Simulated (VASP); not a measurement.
# Mg2Si3N3 (R-3m) in VASP: single point with PBE

Aim: the single point of Mg2Si3N3 with PBE.

All numbers are computed with VASP 6.6.1; they aren't measurements. Logs are shortened: lines on timing, memory, paths and dates and some standing lists are left out, and cuts for length are marked.

## Step 1: The cell of the first run

Symmetry: R-3m, No. 166, trigonal system. The conventional cell has a = 5.577 Å, b = 5.577 Å, c = 13.836 Å, α = 90.00°, β = 90.00°, γ = 120.00°. Mg (site symmetry 3m) has 1 N at 1.95 Å and 3 Si at 2.63 Å within 2.7 Å. Si (site symmetry 2/m) has 2 Mg at 2.63 Å and 4 Si at 2.79 Å and 6 N at 2.81 to 2.85 Å within 3.5 Å. Within 1.6 Å of N (site symmetry 3m) lie 1 N at 1.16 Å. Within 3.7 Å of N (site symmetry -3m) lie 6 Si at 2.81 Å and 6 Mg at 3.23 Å and 6 N at 3.65 Å.

The cell was built from a structure type or drawn by symmetry, and may not be a known phase.

## Step 2: Single point, PBE

INCAR reads:

```
PREC = Accurate ; ENCUT = 600
EDIFF = 1E-6 ; ISMEAR = 0
SIGMA = 0.2 ; LREAL = F
LASPH = T ; NELM = 120
ALGO = Normal ; ISIF = 2
LWAVE = F ; LCHARG = F
GGA = PE ; NBANDS = 26
GGA_COMPAT = F
```

KPOINTS reads:

```
regular mesh
0
Gamma
  4 4 4
```

POSCAR reads:

```
Mg2Si3N3
1.0
    2.7886964034      1.6100546192      4.6121579304
   -2.7886964034      1.6100546192      4.6121579304
    0.0000000000     -3.2201092384      4.6121579304
Mg Si N
2 3 3
Direct
    0.3170570042      0.3170570042      0.3170570042
    0.6829429958      0.6829429958      0.6829429958
    0.0000000000      0.0000000000      0.5000000000
    0.5000000000      0.0000000000      0.0000000000
    0.0000000000      0.5000000000      0.0000000000
    0.5419390382      0.5419390382      0.5419390382
    0.4580609618      0.4580609618      0.4580609618
    0.0000000000      0.0000000000      0.0000000000
```

Potentials or basis: VASP PAW PBE potentials, release 64 (Mg, Si, N).

Run with:

```sh
$ cat potpaw_PBE.64/Mg/POTCAR potpaw_PBE.64/Si/POTCAR potpaw_PBE.64/N/POTCAR > POTCAR
$ mpirun -np 1 vasp_std > vasp.out
```

OUTCAR:

```text
PREC = Accurate
   ENCUT = 600
   EDIFF = 1E-6
   ISMEAR = 0
   LREAL = F
   LASPH = T
   NELM = 120
   ISIF = 2
   GGA = PE

 ion  position               nearest neighbor table
   1  0.317  0.317  0.317-   7 1.95   5 2.63   4 2.63   3 2.63   2 3.25   2 3.25   2 3.25
   2  0.683  0.683  0.683-   6 1.95   5 2.63   4 2.63   3 2.63   1 3.25   1 3.25   1 3.25
   3  0.000  0.000  0.500-   1 2.63   2 2.63   4 2.79   5 2.79   5 2.79   4 2.79
   4  0.500  0.000  0.000-   1 2.63   2 2.63   5 2.79   5 2.79   3 2.79   3 2.79
   5  0.000  0.500  0.000-   1 2.63   2 2.63   4 2.79   4 2.79   3 2.79   3 2.79
   6  0.542  0.542  0.542-   7 1.16   2 1.95
   7  0.458  0.458  0.458-   6 1.16   1 1.95
   8  0.000  0.000  0.000-

  LATTYP: Found a trigonal (rhomboedric) cell.
 ALAT       =     5.6250426027
 COS(alpha) =     0.5084351317

  Lattice vectors:

 A1 = (   2.7886964034,   1.6100546192,   4.6121579304)
 A2 = (  -2.7886964034,   1.6100546192,   4.6121579304)
 A3 = (   0.0000000000,  -3.2201092384,   4.6121579304)

Analysis of symmetry for initial positions (statically):
=====================================================================
 Subroutine PRICEL returns:
 Original cell was already a primitive cell.

 Routine SETGRP: Setting up the symmetry group for a
 trigonal (rhombohedral) supercell.

 Subroutine GETGRP returns: Found 12 space group operations
 (whereof 12 operations were pure point group operations)
 out of a pool of 12 trial point group operations.

The static configuration has the point symmetry D_3d.

Analysis of symmetry for dynamics (positions and initial velocities):
=====================================================================
 Subroutine PRICEL returns:
 Original cell was already a primitive cell.

 Routine SETGRP: Setting up the symmetry group for a
 trigonal (rhombohedral) supercell.

 Subroutine GETGRP returns: Found 12 space group operations
 (whereof 12 operations were pure point group operations)
 out of a pool of 12 trial point group operations.

The dynamic configuration has the point symmetry D_3d.

 Subroutine INISYM returns: Found 12 space group operations
 (whereof 12 operations are pure point group operations),
 and found     1 'primitive' translations

----------------------------------------------------------------------------------------

                                     Primitive cell

  volume of cell :     124.2502

  direct lattice vectors                    reciprocal lattice vectors
     2.788696403  1.610054619  4.612157930     0.179295243  0.103516157  0.072272749
    -2.788696403  1.610054619  4.612157930    -0.179295243  0.103516157  0.072272749
     0.000000000 -3.220109238  4.612157930     0.000000000 -0.207032314  0.072272749

  length of vectors
     5.625042603  5.625042603  5.625042603     0.219284585  0.219284585  0.219284585

  position of ions in fractional coordinates (direct lattice)
     0.317057004  0.317057004  0.317057004
     0.682942996  0.682942996  0.682942996
     0.000000000  0.000000000  0.500000000
     0.500000000  0.000000000  0.000000000
     0.000000000  0.500000000  0.000000000
     0.541939038  0.541939038  0.541939038
     0.458060962  0.458060962  0.458060962
     0.000000000  0.000000000  0.000000000

  ion indices of the primitive-cell ions
   primitive index   ion index
                 1           1
                 2           2
                 3           3
                 4           4
                 5           5
                 6           6
                 7           7
                 8           8

----------------------------------------------------------------------------------------

 KPOINTS: regular mesh

Automatic generation of k-mesh.
 Grid dimensions read from file:
 generate k-points for:    4    4    4

 Generating k-lattice:

  Cartesian coordinates                     Fractional coordinates (reciprocal lattice)
     0.044823811  0.025879039  0.018068187     0.250000000  0.000000000  0.000000000
    -0.044823811  0.025879039  0.018068187     0.000000000  0.250000000  0.000000000
     0.000000000 -0.051758078  0.018068187     0.000000000  0.000000000  0.250000000

  Length of vectors
     0.054821146  0.054821146  0.054821146

  Shift w.r.t. Gamma in fractional coordinates (k-lattice)
     0.000000000  0.000000000  0.000000000

 Subroutine IBZKPT returns following result:
 ===========================================

 Found     13 irreducible k-points:

 Following reciprocal coordinates:
            Coordinates               Weight
  0.000000  0.000000  0.000000      1.000000
  0.250000  0.000000  0.000000      6.000000
  0.500000  0.000000  0.000000      3.000000
  0.250000  0.250000  0.000000      6.000000
  0.500000  0.250000 -0.000000     12.000000
 -0.250000  0.250000  0.000000      6.000000
  0.500000  0.500000  0.000000      3.000000
  0.250000  0.250000  0.250000      2.000000
  0.500000  0.250000  0.250000      6.000000
 -0.250000  0.250000  0.250000      6.000000
  0.500000  0.500000  0.250000      6.000000
 -0.250000  0.500000  0.250000      6.000000
  0.500000  0.500000  0.500000      1.000000
   k-points           NKPTS =     13   k-points in BZ     NKDIM =     13   number of bands    NBANDS=     26
   number of dos      NEDOS =    301   number of ions     NIONS =      8
   total plane-waves  NPLWV = 110592
   dimension x,y,z NGX =    48 NGY =   48 NGZ =   48
   dimension x,y,z NGXF=    96 NGYF=   96 NGZF=   96
   ions per type =               2   3   3
   NGX,Y,Z   is equivalent  to a cutoff of  14.19, 14.19, 14.19 a.u.
   NGXF,Y,Z  is equivalent  to a cutoff of  28.37, 28.37, 28.37 a.u.
 SYSTEM =  unknown system
   PREC   = accura    normal or accurate (medium, high low for compatibility)
   ISTART =      0    job   : 0-new  1-cont  2-samecut
   ICHARG =      2    charge: 1-file 2-atom 10-const
   ISPIN  =      1    spin polarized calculation?
   LNONCOLLINEAR =      F non collinear calculations
   LSORBIT =      F    spin-orbit coupling
   LASPH  =      T    aspherical Exc in radial PAW
   ENCUT  =  600.0 eV  44.10 Ry    6.64 a.u.  11.23 11.23 11.23*2*pi/ulx,y,z
   NELM   =    120;   NELMIN=  2; NELMDL= -5     # of ELM steps
   EDIFF  = 0.1E-05   stopping-criterion for ELM
   LREAL  =      F    real-space projection
   EDIFFG = 0.1E-04   stopping-criterion for IOM
   NSW    =      0    number of steps for IOM
   IBRION =     -1    ionic relax: 0-MD 1-quasi-New 2-CG
   NFREE  =      0    steps in history (QN), initial steepest desc. (CG)
   ISIF   =      2    stress and relaxation
   ISYM   =      2    0-nonsym 1-usesym 2-fastsym
   POTIM  = 0.5000    time-step for ionic-motion
   TEBEG  =    0.0;   TEEND  =   0.0 temperature during run
   PSTRESS=    0.0 pullay stress
   NELECT =      31.0000    total number of electrons
   NUPDOWN=      -1.0000    fix difference up-down
   EMIN   =  10.00;   EMAX   =-10.00  energy-range for DOS
   EFERMI =   0.00;   METHOD = LEGACY
   ISMEAR =     0;   SIGMA  =   0.20  broadening in eV -4-tet -1-fermi 0-gaus
   EFERMI_NEDOS =   21; number of points for ismear=-14 and -15
   IALGO  =     38    algorithm
   IMIX   =      4    mixing-type and parameters
     AMIX     =   0.40;   BMIX     =  1.00
     AMIX_MAG =   1.60;   BMIX_MAG =  1.00
  volume/ion in A,a.u.               =      15.53       104.81
  Fermi-wavevector in a.u.,A,eV,Ry     =   1.030615  1.947579 14.451653  1.062167
  Thomas-Fermi vector in A             =   2.164722
   LORBIT       =      0    0 simple, 1 ext, 2 COOP (PROOUT), +10 PAW based schemes
   GGA     = PE    functional components
   LHFCALC =     F    Hartree Fock is set to
   AEXX    =    0.0000 exact exchange contribution
   IVDW    =     0    specifies the selected vdW correction
   LEPSILON=     F    determine dielectric tensor
   LRPA    =     F    only Hartree local field effects (RPA)
 non-spin polarized calculation
 Gauss-broadening in eV      SIGMA  =   0.20
  energy-cutoff  :      600.00
  volume of cell :      124.25
 maximum number of plane-waves:      4183
 NGX is ok and might be reduce to    48
   NGX = 23   NGY = 23   NGZ = 23

 number of electron      31.0000000 magnetization

 Free energy of the ion-electron system (eV)
  ---------------------------------------------------
  ext. energy  EPLUGINS =         0.00000000
  ---------------------------------------------------
  free energy    TOTEN  =       -36.22021289 eV

  energy without entropy =      -36.15328877  energy(sigma->0) =      -36.18675083

 E-fermi :   5.0926     XC(G=0):  -9.7879

 val. band max:        5.0175391708   @ k =   0.5000   0.5000   0.0000
 cond. band min:       5.1121948402   @ k =   0.2500   0.2500   0.2500
 fundamental gap:      0.0946556694
 Fermi energy:         5.0925918223

 k-point     1 :       0.0000    0.0000    0.0000
  band No.  band energies     occupation
      1     -18.2378      2.00000
      2      -7.8685      2.00000
      3      -6.2312      2.00000
      4      -4.6608      2.00000
      5      -3.0900      2.00000
      6      -3.0900      2.00000
[... 18 lines left out ...]
     25      10.8901      0.00000
     26      12.1323      0.00000

 k-point     2 :       0.2500    0.0000    0.0000
  band No.  band energies     occupation
      1     -18.2348      2.00000
      2      -7.8041      2.00000
      3      -6.2422      2.00000
      4      -4.6896      2.00000
      5      -3.4221      2.00000
      6      -3.2395      2.00000
[... 18 lines left out ...]
     25      10.0823      0.00000
[... 289 lines left out ...]
     25       9.6223      0.00000
     26       9.8651      0.00000

 k-point    13 :       0.5000    0.5000    0.5000
  band No.  band energies     occupation
      1     -18.2338      2.00000
      2      -7.6434      2.00000
      3      -6.2974      2.00000
      4      -5.1244      2.00000
      5      -3.1336      2.00000
      6      -3.1336      2.00000
[... 18 lines left out ...]
     25      11.0471      0.00000
     26      11.0967      0.00000

------------------------ aborting loop because EDIFF is reached ----------------------------------------

  FORCE on cell =-STRESS in cart. coord.  units (eV):
  Direction    XX          YY          ZZ          XY          YZ          ZX
  --------------------------------------------------------------------------------------
  -------------------------------------------------------------------------------------
  Total       -0.0584646     -0.0584646      0.4987445      0.0000000      0.0000000      0.0000000
  in kB       -0.7538874     -0.7538874      6.4311913      0.0000000      0.0000000      0.0000000
  external PRESSURE =       1.6411389 kB  Pullay stress =       0.0000000 kB

 VOLUME and BASIS-vectors are now :
 -----------------------------------------------------------------------------
  energy-cutoff  :      600.00
  volume of cell :      124.25
      direct lattice vectors                 reciprocal lattice vectors
     2.788696403  1.610054619  4.612157930     0.179295243  0.103516157  0.072272749
    -2.788696403  1.610054619  4.612157930    -0.179295243  0.103516157  0.072272749
     0.000000000 -3.220109238  4.612157930     0.000000000 -0.207032314  0.072272749

 POSITION                                       TOTAL-FORCE (eV/Angst)
 -----------------------------------------------------------------------------------
      0.00000      0.00000      4.38695         0.000000     -0.000000      0.019888
      0.00000      0.00000      9.44952         0.000000      0.000000     -0.019888
      0.00000     -1.61005      2.30608         0.000000      0.000000     -0.000000
      1.39435      0.80503      2.30608         0.000000      0.000000      0.000000
     -1.39435      0.80503      2.30608        -0.000000      0.000000      0.000000
      0.00000      0.00000      7.49853         0.000000     -0.000000      0.681725
      0.00000      0.00000      6.33795         0.000000      0.000000     -0.681725
      0.00000      0.00000      0.00000         0.000000      0.000000     -0.000000
 -----------------------------------------------------------------------------------
    total drift:                               -0.000000     -0.000000      0.000000

  FREE ENERGIE OF THE ION-ELECTRON SYSTEM (eV)
  ---------------------------------------------------
  free  energy   TOTEN  =       -36.2202128910 eV

  energy  without entropy=      -36.1532887719  energy(sigma->0) =      -36.18675083
```

It took 36 s on 1 thread of Intel Xeon 6975P-C (Granite Rapids), shared host; peak memory 0.34 GiB.

Results:

| Property | Result |
| --- | --- |
| Free energy | -36.2202 eV |
| Pressure | 0.2 GPa |
| Largest force | 0.682 eV/Å |
| Band gap on the k mesh | zero (an odd number of electrons rules out a gap without spin polarisation) |

Forces in eV/Å, atoms in the order of the input:
```
Mg   0.000  0.000  0.020
Mg   0.000  0.000 -0.020
Si   0.000  0.000  0.000
Si   0.000  0.000  0.000
Si   0.000  0.000  0.000
N    0.000  0.000  0.682
N    0.000  0.000 -0.682
N    0.000  0.000  0.000
```

Caveat: the standard files for N, O and F lose accuracy on very short bonds.
